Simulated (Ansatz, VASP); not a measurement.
AlAs: VASP beside Ansatz

```
Al As
1.0
     0.00000    2.83790    2.83790
     2.83790    0.00000    2.83790
     2.83790    2.83790    0.00000
Al As
1 1
Direct
  0.00000 0.00000 0.00000
  0.25000 0.25000 0.25000
```

Alike in both runs: task relaxation of cell and atoms; functional LDA; k mesh 8 × 8 × 8; occupations gaussian, width 0.02 eV; no spin polarisation.

```csv
,VASP,Ansatz
version,VASP 6.6.1,Ansatz 0.2.0
potentials or method,"VASP PAW LDA potentials, release 64 (Al, As), cutoff 500 eV","scalar-relativistic, plane waves, PAW"
valence electrons in the cell,8,18
```

Ansatz gave:

```
gap on the k mesh at the Fermi level, each at its own relaxed structure (eV) : 1.32
relaxed volume (Å³/atom)                                                     : 22.30
relaxed cell length with the largest relative difference (Å)                 : 3.980
```

Which values does VASP return?

gap on the k mesh at the Fermi level, each at its own relaxed structure (eV): 1.32; relaxed volume (Å³/atom): 22.40; relaxed cell length with the largest relative difference (Å): 3.986.

LDA's correlation is that of Perdew and Zunger in VASP and of Perdew and Wang (1992) in Ansatz. VASP's potentials hold 8 valence electrons a cell and Ansatz's 18, so a difference there can come from the potentials and not from the codes.
